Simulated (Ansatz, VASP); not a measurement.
Two plane-wave programs on Zr

```
Zr
1.0
     5.03704    0.00000    0.00000
    -2.51852    4.36221    0.00000
     0.00000    0.00000    3.15665
Zr
3
Direct
  0.00000 0.00000 0.00000
  0.33333 0.66667 0.50000
  0.66667 0.33333 0.50000
```

Alike in both runs: functional PBE; k mesh 6 × 6 × 6; occupations gaussian, width 0.1 eV; no spin polarisation.

Ansatz relaxed the structure, and its values are those at the end. VASP's run is a single point on that final structure, the one shown.

|  | VASP | Ansatz |
| --- | --- | --- |
| version | VASP 6.6.1 | Ansatz 0.2.0 |
| potentials or method | VASP PAW PBE potentials, release 64 (Zr_sv), cutoff 520 eV | scalar-relativistic, plane waves, PAW |
| valence electrons in the cell | 36 | 36 |

|  | VASP | Ansatz | Ansatz less VASP |
| --- | --- | --- | --- |
| gap on the k mesh at the Fermi level (eV) | none | none | - |
| pressure (GPa) | -0.1 | -0.1 | -0.03 |

A gap of «none» marks a metal or a gap that the smearing closes.
